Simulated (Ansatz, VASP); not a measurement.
## Pt in VASP and in Ansatz

```
Pt
1.0
     0.00000    2.76849    2.76849
     2.76849    0.00000    2.76849
     2.76849    2.76849    0.00000
Pt
2
Direct
  0.12500 0.12500 0.12500
  0.87500 0.87500 0.87500
```

Alike in both runs: task single point; functional PBEsol; k mesh 11 × 11 × 11; occupations fermi-dirac, width 0.1 eV; no spin polarisation.

|  | VASP | Ansatz |
| --- | --- | --- |
| version | VASP 6.6.1 | Ansatz 0.2.0 |
| potentials or method | VASP PAW PBE potentials, release 64 (Pt), cutoff 520 eV | plane waves (420 eV) with PAW, scalar-relativistic |
| valence electrons in the cell | 20 | 36 |

```tsv
	VASP	Ansatz	Ansatz less VASP
pressure (GPa)	13.2	13.9	+0.74
```

VASP's potentials were made for PBE, not for PBEsol, and Ansatz warns of the same on its side. VASP's potentials hold 20 valence electrons a cell and Ansatz's 36, so a difference there can come from the potentials and not from the codes.

Neither program's run includes spin-orbit coupling.
